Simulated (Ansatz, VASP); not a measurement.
MoS2 in VASP and in Ansatz

File INCAR:

```
SYSTEM = MoS2
ALGO = Normal ; EDIFF = 1E-7
ENCUT = 520 ; GGA = CA
ISIF = 2 ; ISMEAR = -1
LASPH = .TRUE. ; LCHARG = .FALSE.
LREAL = .FALSE. ; LWAVE = .FALSE.
NBANDS = 20 ; NELM = 100
PREC = Accurate ; SIGMA = 0.05
```

Contents of KPOINTS:

```
k-points
0
G
  6 6 6
  0 0 0
```

POSCAR

```
MoS2
1.0
    1.5800000000      0.9122134253      6.1500000000
   -1.5800000000      0.9122134253      6.1500000000
    0.0000000000     -1.8244268506      6.1500000000
Mo S
1 2
Direct
    0.0000000000      0.0000000000      0.0000000000
    0.4170000000      0.4170000000      0.4170000000
    0.2500000000      0.2500000000      0.2500000000
```

File input.yaml:

```yaml
crystal:
  lattice:
    - [1.58, 0.9122134253, 6.15]
    - [-1.58, 0.9122134253, 6.15]
    - [0.0, -1.8244268506, 6.15]
  atoms:
    - { symbol: Mo, position: [0.0, 0.0, 0.0] }
    - { symbol: S, position: [0.417, 0.417, 0.417] }
    - { symbol: S, position: [0.25, 0.25, 0.25] }
hamiltonian:
  xc: lda
  pseudopotentials: { kind: paw }
kpoints:
  mp_grid: { grid: [6, 6, 6] }
  band_path:
    path:
      - [[0.0, 0.0, 0.0], [0.5, 0.0, 0.0], [0.5, 0.181334009, -0.181334009]]
      - [[0.818665991, 0.5, 0.181334009], [0.5, 0.5, 0.5], [0.0, 0.0, 0.0], [0.3406670045, 0.0, -0.3406670045]]
      - [[0.6593329955, 0.3406670045, 0.0], [0.5, 0.5, 0.0], [0.6593329955, 0.6593329955, 0.181334009], [0.5, 0.5, 0.5]]
      - [[0.5, 0.0, 0.0], [0.818665991, 0.3406670045, 0.3406670045]]
    npoints: 14
scf:
  occupations: { method: fermi_dirac, width: 0.05 }
  n_extra_bands: 7
output:
  forces: true
  stress: true
  eigenvalues: true
  fatbands: true
  write_density: true
  write_potential: true
  elf: true
  volumetric_format: npy
```

Alike in both runs: functional LDA; k mesh 6 × 6 × 6; occupations fermi-dirac, width 0.05 eV; no spin polarisation.

|  | VASP | Ansatz |
| --- | --- | --- |
| version | VASP 6.6.1 | Ansatz 0.2.0 |
| potentials or method | VASP PAW LDA potentials, release 64 (Mo_sv, S) | Ansatz PAW |
| plane-wave cutoff (eV) | 520 | 420 |
| valence electrons in the cell | 26 | 26 |
| task | single point | band structure |

|  | VASP | Ansatz | Ansatz less VASP |
| --- | --- | --- | --- |
| gap on the k mesh at the Fermi level (eV) | 0.88 | 0.87 | -0.011 |
| least direct gap on the mesh (eV) | 1.71 | 1.70 | -0.007 |
| pressure (GPa) | -2.3 | -2.4 | -0.12 |
| traceless stress, the component that is largest in VASP (GPa) | 1.66 | 1.70 | +0.033 |
| rms of the force components (eV/Å) | 0.045 | 0.040 | -0.0046 |

LDA's correlation is that of Perdew and Zunger in VASP and of Perdew and Wang (1992) in Ansatz. Atom by atom the forces differ by 0.008 eV/Å (rms over components).
